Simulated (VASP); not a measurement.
# SrCd (P4/mmm) in VASP: further runs

Runs on SrCd. Level: LDA. Tasks: electric field gradients.

All numbers are computed with VASP 6.6.1; they aren't measurements. Logs are shortened: lines on timing, memory, paths and dates and some standing lists are left out, and cuts for length are marked.

### Step 1. The cell of the first run

It takes space group P4/mmm (No. 123, tetragonal). The conventional cell has a = 4.003 Å, b = 4.003 Å, c = 4.043 Å, α = 90.00°, β = 90.00°, γ = 90.00°. Within 4.6 Å of Sr (site symmetry 4/mmm) lie 8 Cd at 3.48 Å and 6 Sr at 4.00 to 4.04 Å. Within 4.6 Å of Cd (site symmetry 4/mmm) lie 8 Sr at 3.48 Å and 6 Cd at 4.00 to 4.04 Å.

### Step 2. Electric field gradients, LDA (zz strain of +1 %)

INCAR

```
PREC     = Accurate       # precision mode
ENCUT    = 520            # plane-wave cutoff, eV
EDIFF    = 1E-8           # SCF threshold, eV
ISMEAR   = -1             # smearing method
SIGMA    = 0.08           # smearing width, eV
LREAL    = False          # projectors in reciprocal space
LASPH    = True           # aspherical terms in the spheres
NELM     = 80             # most SCF steps
ALGO     = Normal         # electronic algorithm
ISIF     = 2              # what is computed and relaxed
LWAVE    = False          # write WAVECAR
LCHARG   = False          # write CHGCAR
GGA      = CA             # functional
LEFG     = True         
NBANDS   = 18             # bands
```

KPOINTS

```
Automatic mesh
0
Gamma
  10 10 10
```

POSCAR

```
SrCd
1.0
    4.0030000000      0.0000000000      0.0000000000
    0.0000000000      4.0030000000      0.0000000000
    0.0000000000      0.0000000000      4.0430300000
Sr Cd
1 1
Direct
    0.5000000000      0.5000000000      0.5000000000
    0.0000000000      0.0000000000      0.0000000000
```

Potentials or basis: VASP PAW LDA potentials, release 64 (Sr_sv, Cd).

Run with:

```
cat potpaw_LDA.64/Sr_sv/POTCAR potpaw_LDA.64/Cd/POTCAR > POTCAR
mpirun -np 1 vasp_std > vasp.out
```

OUTCAR:

```text
PREC = Accurate
   ENCUT = 520
   EDIFF = 1E-8
   ISMEAR = -1
   LREAL = False
   LASPH = True
   NELM = 80
   ISIF = 2
   GGA = CA

 ion  position               nearest neighbor table
   1  0.500  0.500  0.500-   2 3.48   2 3.48   2 3.48   2 3.48   2 3.48   2 3.48   2 3.48   2 3.48

   2  0.000  0.000  0.000-   1 3.48   1 3.48   1 3.48   1 3.48   1 3.48   1 3.48   1 3.48   1 3.48

  LATTYP: Found a simple tetragonal cell.
 ALAT       =     4.0030000000
 C/A-ratio  =     1.0100000000

  Lattice vectors:

 A1 = (   4.0030000000,   0.0000000000,   0.0000000000)
 A2 = (   0.0000000000,   4.0030000000,   0.0000000000)
 A3 = (   0.0000000000,   0.0000000000,   4.0430300000)

Analysis of symmetry for initial positions (statically):
=====================================================================
 Subroutine PRICEL returns:
 Original cell was already a primitive cell.

 Routine SETGRP: Setting up the symmetry group for a
 simple tetragonal supercell.

 Subroutine GETGRP returns: Found 16 space group operations
 (whereof 16 operations were pure point group operations)
 out of a pool of 16 trial point group operations.

The static configuration has the point symmetry D_4h.

Analysis of symmetry for dynamics (positions and initial velocities):
=====================================================================
 Subroutine PRICEL returns:
 Original cell was already a primitive cell.

 Routine SETGRP: Setting up the symmetry group for a
 simple tetragonal supercell.

 Subroutine GETGRP returns: Found 16 space group operations
 (whereof 16 operations were pure point group operations)
 out of a pool of 16 trial point group operations.

The dynamic configuration has the point symmetry D_4h.

 Subroutine INISYM returns: Found 16 space group operations
 (whereof 16 operations are pure point group operations),
 and found     1 'primitive' translations

----------------------------------------------------------------------------------------

                                     Primitive cell

  volume of cell :      64.7855

  direct lattice vectors                    reciprocal lattice vectors
     4.003000000  0.000000000  0.000000000     0.249812641  0.000000000  0.000000000
     0.000000000  4.003000000  0.000000000     0.000000000  0.249812641  0.000000000
     0.000000000  0.000000000  4.043030000     0.000000000  0.000000000  0.247339248

  length of vectors
     4.003000000  4.003000000  4.043030000     0.249812641  0.249812641  0.247339248

  position of ions in fractional coordinates (direct lattice)
     0.500000000  0.500000000  0.500000000
     0.000000000  0.000000000  0.000000000

  ion indices of the primitive-cell ions
   primitive index   ion index
                 1           1
                 2           2

----------------------------------------------------------------------------------------

 KPOINTS: Automatic mesh

Automatic generation of k-mesh.
 Grid dimensions read from file:
 generate k-points for:   10   10   10

 Generating k-lattice:

  Cartesian coordinates                     Fractional coordinates (reciprocal lattice)
     0.024981264  0.000000000  0.000000000     0.100000000  0.000000000  0.000000000
     0.000000000  0.024981264  0.000000000     0.000000000  0.100000000  0.000000000
     0.000000000  0.000000000  0.024733925     0.000000000  0.000000000  0.100000000

  Length of vectors
     0.024981264  0.024981264  0.024733925

  Shift w.r.t. Gamma in fractional coordinates (k-lattice)
     0.000000000  0.000000000  0.000000000

 Subroutine IBZKPT returns following result:
 ===========================================

 Found    126 irreducible k-points:

 Following reciprocal coordinates:
            Coordinates               Weight
  0.000000  0.000000  0.000000      1.000000
  0.100000  0.000000  0.000000      4.000000
  0.200000  0.000000  0.000000      4.000000
  0.300000  0.000000  0.000000      4.000000
  0.400000  0.000000  0.000000      4.000000
  0.500000  0.000000  0.000000      2.000000
[... 16 lines left out ...]
  0.100000  0.000000  0.100000      8.000000
  0.200000  0.000000  0.100000      8.000000
 [... further k-points ...]
   k-points           NKPTS =    126   k-points in BZ     NKDIM =    126   number of bands    NBANDS=     18
   number of dos      NEDOS =    301   number of ions     NIONS =      2
   total plane-waves  NPLWV =  27000
   dimension x,y,z NGX =    30 NGY =   30 NGZ =   30
   dimension x,y,z NGXF=    60 NGYF=   60 NGZF=   60
   ions per type =               1   1
   NGX,Y,Z   is equivalent  to a cutoff of  12.46, 12.46, 12.34 a.u.
   NGXF,Y,Z  is equivalent  to a cutoff of  24.92, 24.92, 24.67 a.u.
 SYSTEM =  unknown system
   PREC   = accura    normal or accurate (medium, high low for compatibility)
   ISTART =      0    job   : 0-new  1-cont  2-samecut
   ICHARG =      2    charge: 1-file 2-atom 10-const
   ISPIN  =      1    spin polarized calculation?
   LNONCOLLINEAR =      F non collinear calculations
   LSORBIT =      F    spin-orbit coupling
   LASPH  =      T    aspherical Exc in radial PAW
   ENCUT  =  520.0 eV  38.22 Ry    6.18 a.u.   7.44  7.44  7.52*2*pi/ulx,y,z
   NELM   =     80;   NELMIN=  2; NELMDL= -5     # of ELM steps
   EDIFF  = 0.1E-07   stopping-criterion for ELM
   LREAL  =      F    real-space projection
   EDIFFG = 0.1E-06   stopping-criterion for IOM
   NSW    =      0    number of steps for IOM
   IBRION =     -1    ionic relax: 0-MD 1-quasi-New 2-CG
   NFREE  =      0    steps in history (QN), initial steepest desc. (CG)
   ISIF   =      2    stress and relaxation
   ISYM   =      2    0-nonsym 1-usesym 2-fastsym
   POTIM  = 0.5000    time-step for ionic-motion
   TEBEG  =    0.0;   TEEND  =   0.0 temperature during run
   PSTRESS=    0.0 pullay stress
   NELECT =      22.0000    total number of electrons
   NUPDOWN=      -1.0000    fix difference up-down
   EMIN   =  10.00;   EMAX   =-10.00  energy-range for DOS
   EFERMI =   0.00;   METHOD = LEGACY
   ISMEAR =    -1;   SIGMA  =   0.08  broadening in eV -4-tet -1-fermi 0-gaus
   EFERMI_NEDOS =   21; number of points for ismear=-14 and -15
   IALGO  =     38    algorithm
   IMIX   =      4    mixing-type and parameters
     AMIX     =   0.40;   BMIX     =  1.00
     AMIX_MAG =   1.60;   BMIX_MAG =  1.00
  volume/ion in A,a.u.               =      32.39       218.60
  Fermi-wavevector in a.u.,A,eV,Ry     =   1.142150  2.158350 17.748879  1.304506
  Thomas-Fermi vector in A             =   2.278848
   LORBIT       =      0    0 simple, 1 ext, 2 COOP (PROOUT), +10 PAW based schemes
   GGA     = CA    functional components
   LHFCALC =     F    Hartree Fock is set to
   AEXX    =    0.0000 exact exchange contribution
   IVDW    =     0    specifies the selected vdW correction
   LEPSILON=     F    determine dielectric tensor
   LRPA    =     F    only Hartree local field effects (RPA)
 non-spin polarized calculation
  energy-cutoff  :      520.00
  volume of cell :       64.79
 maximum number of plane-waves:      1775
 NGX is ok and might be reduce to    30
   NGX = 15   NGY = 15   NGZ = 15

 number of electron      21.9999995 magnetization

 Free energy of the ion-electron system (eV)
  ---------------------------------------------------
  ext. energy  EPLUGINS =         0.00000000
  ---------------------------------------------------
  free energy    TOTEN  =        -4.09266468 eV

  energy without entropy =       -4.06607843  energy(sigma->0) =       -4.07937156

 E-fermi :   2.0214     XC(G=0):  -9.3942

 val. band max:        2.0156808128   @ k =   0.5000   0.0000   0.5000
 cond. band min:       2.0270517094   @ k =   0.5000   0.3000   0.3000
 fundamental gap:      0.0113708966
 Fermi energy:         2.0213844078

 k-point     1 :       0.0000    0.0000    0.0000
  band No.  band energies     occupation
      1     -33.5910      2.00000
      2     -15.6318      2.00000
      3     -15.6258      2.00000
      4     -15.6258      2.00000
      5      -6.5888      2.00000
      6      -6.5867      2.00000
[... 10 lines left out ...]
     17       7.1383      0.00000
     18       7.1877      0.00000
[... 463 lines left out ...]
 k-point    24 :       0.2000    0.0000    0.1000
  band No.  band energies     occupation
      1     -33.5857      2.00000
      2     -15.7063      2.00000
      3     -15.6459      2.00000
      4     -15.6180      2.00000
      5      -6.5676      2.00000
      6      -6.5219      2.00000
[... 10 lines left out ...]
     17       7.8322      0.00000
     18       8.7306      0.00000

 [... further k-points ...]

------------------------ aborting loop because EDIFF is reached ----------------------------------------

  FORCE on cell =-STRESS in cart. coord.  units (eV):
  Direction    XX          YY          ZZ          XY          YZ          ZX
  --------------------------------------------------------------------------------------
  -------------------------------------------------------------------------------------
  Total       -0.8464126     -0.8464126     -0.9585559      0.0000000      0.0000000     -0.0000000
  in kB      -20.9321854    -20.9321854    -23.7055407      0.0000000      0.0000000     -0.0000000
  external PRESSURE =     -21.8566372 kB  Pullay stress =       0.0000000 kB

 VOLUME and BASIS-vectors are now :
 -----------------------------------------------------------------------------
  energy-cutoff  :      520.00
  volume of cell :       64.79
      direct lattice vectors                 reciprocal lattice vectors
     4.003000000  0.000000000  0.000000000     0.249812641  0.000000000  0.000000000
     0.000000000  4.003000000  0.000000000     0.000000000  0.249812641  0.000000000
     0.000000000  0.000000000  4.043030000     0.000000000  0.000000000  0.247339248

 POSITION                                       TOTAL-FORCE (eV/Angst)
 -----------------------------------------------------------------------------------
      2.00150      2.00150      2.02151         0.000000      0.000000      0.000000
      0.00000      0.00000      0.00000         0.000000      0.000000      0.000000
 -----------------------------------------------------------------------------------
    total drift:                                0.000000      0.000000     -0.000000

  FREE ENERGIE OF THE ION-ELECTRON SYSTEM (eV)
  ---------------------------------------------------
  free  energy   TOTEN  =        -4.0926646812 eV

  energy  without entropy=       -4.0660784310  energy(sigma->0) =       -4.07937156

 Electric field gradients (V/A^2)
---------------------------------------------------------------------
 ion       V_xx      V_yy      V_zz      V_xy      V_xz      V_yz
---------------------------------------------------------------------
   1       0.786     0.786    -1.572    -0.000    -0.000     0.000
   2      -0.102    -0.102     0.203    -0.000     0.000    -0.000
---------------------------------------------------------------------

 Electric field gradients after diagonalization (V/A^2)
 (convention: |V_zz| > |V_xx| > |V_yy|)
----------------------------------------------------------------------
 ion       V_xx      V_yy      V_zz     asymmetry (V_yy - V_xx)/ V_zz
----------------------------------------------------------------------
   1       0.786     0.786    -1.572       0.000
   2      -0.102    -0.102     0.203       0.000
----------------------------------------------------------------------

           NMR quadrupolar parameters

 Cq : quadrupolar parameter    Cq=e*Q*V_zz/h
 eta: asymmetry parameters     (V_yy - V_xx)/ V_zz
 Q  : nuclear electric quadrupole moment in mb (millibarn)
----------------------------------------------------------------------
 ion       Cq(MHz)       eta       Q (mb)
----------------------------------------------------------------------
   1      -0.004       0.000       1.000
   2       0.000       0.000       1.000
----------------------------------------------------------------------
```

It took 2.9 min on 1 thread of Oxide Virtual Turin-like, shared host; peak memory 0.23 GiB.

What came out:

```
Free energy            : -4.0927 eV
Pressure               : -2.2 GPa
Band gap on the k mesh : zero (band 11 reaches 3.34 eV, above the bottom of band 12 at 1.26 eV)
```

Electric field gradients, principal values (V/Å²):
```
atom   least  middle  greatest (by size)
1 Sr   0.786   0.786              -1.572
2 Cd  -0.102  -0.102               0.203
```

Caveat: the cell differs from its parent crystal (zz strain of +1 %); without QUAD_EFG the Cq values of the log hold for a quadrupole moment of 1 mb, not for the nuclei.

### Step 3. Electric field gradients, LDA (equal xx and yy strain of +2 %)

INCAR

```
PREC = Accurate ; ENCUT = 520
EDIFF = 1E-8 ; ISMEAR = -1
SIGMA = 0.08 ; LREAL = F
LASPH = T ; NELM = 100
ALGO = Normal ; ISIF = 2
LWAVE = F ; LCHARG = F
GGA = CA ; LEFG = T
NBANDS = 18
```

KPOINTS

```
regular mesh
0
Gamma
  10 10 10
```

POSCAR

```
SrCd
1.0
    4.0830600000      0.0000000000      0.0000000000
    0.0000000000      4.0830600000      0.0000000000
    0.0000000000      0.0000000000      4.0030000000
Sr Cd
1 1
Direct
    0.5000000000      0.5000000000      0.5000000000
    0.0000000000      0.0000000000      0.0000000000
```

Potentials or basis: VASP PAW LDA potentials, release 64 (Sr_sv, Cd).

Run with:

```
cat potpaw_LDA.64/Sr_sv/POTCAR potpaw_LDA.64/Cd/POTCAR > POTCAR
mpirun -np 1 vasp_std > vasp.out
```

OUTCAR:

```text
PREC = Accurate
   ENCUT = 520
   EDIFF = 1E-8
   ISMEAR = -1
   LREAL = F
   LASPH = T
   NELM = 100
   ISIF = 2
   GGA = CA

 ion  position               nearest neighbor table
   1  0.500  0.500  0.500-   2 3.51   2 3.51   2 3.51   2 3.51   2 3.51   2 3.51   2 3.51   2 3.51

   2  0.000  0.000  0.000-   1 3.51   1 3.51   1 3.51   1 3.51   1 3.51   1 3.51   1 3.51   1 3.51

  LATTYP: Found a simple tetragonal cell.
 ALAT       =     4.0830600000
 C/A-ratio  =     0.9803921569

  Lattice vectors:

 A1 = (   4.0830600000,   0.0000000000,   0.0000000000)
 A2 = (   0.0000000000,   4.0830600000,   0.0000000000)
 A3 = (   0.0000000000,   0.0000000000,   4.0030000000)

Analysis of symmetry for initial positions (statically):
=====================================================================
 Subroutine PRICEL returns:
 Original cell was already a primitive cell.

 Routine SETGRP: Setting up the symmetry group for a
[... 693 lines left out ...]
  volume of cell :       66.74
      direct lattice vectors                 reciprocal lattice vectors
     4.083060000  0.000000000  0.000000000     0.244914353  0.000000000  0.000000000
     0.000000000  4.083060000  0.000000000     0.000000000  0.244914353  0.000000000
     0.000000000  0.000000000  4.003000000     0.000000000  0.000000000  0.249812641

 POSITION                                       TOTAL-FORCE (eV/Angst)
 -----------------------------------------------------------------------------------
      2.04153      2.04153      2.00150         0.000000      0.000000      0.000000
      0.00000      0.00000      0.00000         0.000000      0.000000      0.000000
 -----------------------------------------------------------------------------------
    total drift:                                0.000000      0.000000     -0.000000

  FREE ENERGIE OF THE ION-ELECTRON SYSTEM (eV)
  ---------------------------------------------------
  free  energy   TOTEN  =        -4.0611944195 eV

  energy  without entropy=       -4.0340318696  energy(sigma->0) =       -4.04761314

 Electric field gradients (V/A^2)
---------------------------------------------------------------------
 ion       V_xx      V_yy      V_zz      V_xy      V_xz      V_yz
---------------------------------------------------------------------
   1      -1.558    -1.558     3.116    -0.000     0.000     0.000
   2       0.139     0.139    -0.279    -0.000     0.000     0.000
---------------------------------------------------------------------

 Electric field gradients after diagonalization (V/A^2)
 (convention: |V_zz| > |V_xx| > |V_yy|)
----------------------------------------------------------------------
 ion       V_xx      V_yy      V_zz     asymmetry (V_yy - V_xx)/ V_zz
----------------------------------------------------------------------
   1      -1.558    -1.558     3.116       0.000
   2       0.139     0.139    -0.279       0.000
----------------------------------------------------------------------

           NMR quadrupolar parameters

 Cq : quadrupolar parameter    Cq=e*Q*V_zz/h
 eta: asymmetry parameters     (V_yy - V_xx)/ V_zz
 Q  : nuclear electric quadrupole moment in mb (millibarn)
----------------------------------------------------------------------
 ion       Cq(MHz)       eta       Q (mb)
----------------------------------------------------------------------
   1       0.008       0.000       1.000
   2      -0.001       0.000       1.000
----------------------------------------------------------------------
```

It took 3.3 min on 1 thread of Oxide Virtual Turin-like, shared host; peak memory 0.24 GiB.

Results:

| Quantity | Value |
| --- | --- |
| Free energy | -4.0612 eV |
| Pressure | -2.8 GPa |
| Band gap on the k mesh | zero (band 11 reaches 3.21 eV, above the bottom of band 12 at 1.17 eV) |

Electric field gradients, principal values (V/Å²):
| atom | least | middle | greatest (by size) |
| --- | --- | --- | --- |
| 1 Sr | -1.558 | -1.558 | 3.116 |
| 2 Cd | 0.139 | 0.139 | -0.279 |

Caveat: the cell differs from its parent crystal (equal xx and yy strain of +2 %); without QUAD_EFG the Cq values of the log hold for a quadrupole moment of 1 mb, not for the nuclei.

(Continued in part 2 of 2.)
